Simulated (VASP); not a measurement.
Wanted: the native input for a VASP 6.6.1 run.

- Task: single point
- Functional: r2SCAN
- Potentials or basis: VASP PAW PBE potentials, release 64 (Ti_sv, O)
- Cutoff: 520 eV
- k mesh: 8 × 8 × 8
- Occupations: gaussian, width 0.05 eV
- Spin: no spin polarisation
- Dipole correction: no
- Further INCAR settings: ALGO = Normal; EDIFF = 1e-07; NBANDS = 33

The system is TiO2.

```
Ti O
1.0
    -1.94564    1.94564    4.79140
     1.94564   -1.94564    4.79140
     1.94564    1.94564   -4.79140
Ti O
2 4
Cartesian
  0.0000 0.0000 0.0000
  0.0000 1.9456 2.3957
  0.0000 0.0000 1.9866
  0.0000 1.9456 4.3823
  0.0000 1.9456 0.4091
  0.0000 0.0000 7.5962
```

This cell differs from its parent crystal: strain +0.030 along x and y, +0.000 along z.

The input as run:

POSCAR

```
TiO2
1.0
   -1.9456413795      1.9456413795      4.7913989082
    1.9456413795     -1.9456413795      4.7913989082
    1.9456413795      1.9456413795     -4.7913989082
Ti O
2 4
Direct
    0.0000000000      0.0000000000      0.0000000000
    0.7500000000      0.2500000000      0.5000000000
    0.2073045411      0.2073045411      0.0000000000
    0.9573045411      0.4573045411      0.5000000000
    0.5426954589      0.0426954589      0.5000000000
    0.7926954589      0.7926954589      0.0000000000
```

INCAR.step1

```
PREC = Accurate
ENCUT = 520
ISMEAR = 0
SIGMA = 0.05
LREAL = F
LASPH = T
NELM = 80
NBANDS = 33
GGA = PE
ALGO = Normal
EDIFF = 1E-4
LWAVE = T
LCHARG = F
```

INCAR.step2

```
PREC = Accurate
ENCUT = 520
EDIFF = 1E-7
ISMEAR = 0
SIGMA = 0.05
LREAL = F
LASPH = T
NELM = 80
ALGO = Normal
ISIF = 2
LWAVE = F
LCHARG = F
METAGGA = R2SCAN
LMIXTAU = T
NBANDS = 33
ISTART = 1
```

KPOINTS

```
Automatic mesh
0
Gamma
  8 8 8
```

Potentials or basis: VASP PAW PBE potentials, release 64 (Ti_sv, O).

Command:

```console
$ cat potpaw_PBE.64/Ti_sv/POTCAR potpaw_PBE.64/O/POTCAR > POTCAR
$ cp INCAR.step1 INCAR
$ mpirun -np 1 vasp_std > vasp.out
$ cp INCAR.step2 INCAR
$ mpirun -np 1 vasp_std > vasp.out
```

Results of the run:

```json
{
  "Pressure": "-10.4 GPa",
  "Largest force": "0.009 eV/Å",
  "Band gap on the k mesh": "2.41 eV (least direct gap 2.69 eV)"
}
```

Caveat: the cell differs from its parent crystal (strain +0.030 along x and y, +0.000 along z); the cell stands under tension; the PAW data sets were made with another functional, which shifts forces and pressure a little.

Wall time 27 min on 1 thread of Intel Xeon 8259CL, on a shared host, peak memory 0.36 GiB.
